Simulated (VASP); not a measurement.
# Bi2TeSe2: single point with PBEsol

The system is Bi2TeSe2.

```
Bi Te Se
1.0
     2.07746    1.19942    9.64715
    -2.07746    1.19942    9.64715
     0.00000   -2.39885    9.64715
Bi Te Se
2 1 2
Direct
  0.60194 0.60194 0.60194
  0.39806 0.39806 0.39806
  0.00000 0.00000 0.00000
  0.78840 0.78840 0.78840
  0.21160 0.21160 0.21160
```

```yaml
Program: VASP 6.6.1
Task: single point
Functional: PBEsol
Potentials_or_basis: VASP PAW PBE potentials, release 64 (Bi_d, Te, Se)
Cutoff: 520 eV
k_mesh: 7 × 7 × 7
Occupations: fermi-dirac, width 0.05 eV
Spin: no spin polarisation
Dipole_correction: no
Further_INCAR_settings: ALGO = Normal; EDIFF = 1e-06; NBANDS = 32
```

- Pressure: 3.3 GPa
- Largest force: 1.827 eV/Å
- Band gap on the k mesh: 0.42 eV

Forces in eV/Å, atoms in the order of the input:
```
Bi   0.000  0.000 -1.827
Bi   0.000  0.000  1.827
Te   0.000  0.000  0.000
Se   0.000  0.000 -0.418
Se   0.000  0.000  0.418
```

Stress tensor (GPa, compression positive):
```
3.20 0.00 0.00
0.00 3.20 0.00
0.00 0.00 3.56
```

Levels at points of the mesh, in eV from the valence-band top:
```csv
k point,band 20,band 21,band 22,band 23,band 24,band 25,band 26,band 27,band 28,band 29
"(0.00, 0.00, 0.00)",-1.60,-1.60,-0.99,-0.99,0.00,0.42,0.97,0.97,2.22,2.69
```

It took 14 min on 1 thread of Intel(R) Xeon(R) Platinum 8375C CPU @ 2.90GHz (Ice Lake) (shared host), peak memory 1 GiB.

Caveat: the cell stands under pressure; the PAW data sets were made with another functional, which shifts forces and pressure a little; spin-orbit coupling is left out, which moves the levels of the heavy elements; an odd mesh through Γ misses points on the zone boundary, where band edges can lie.
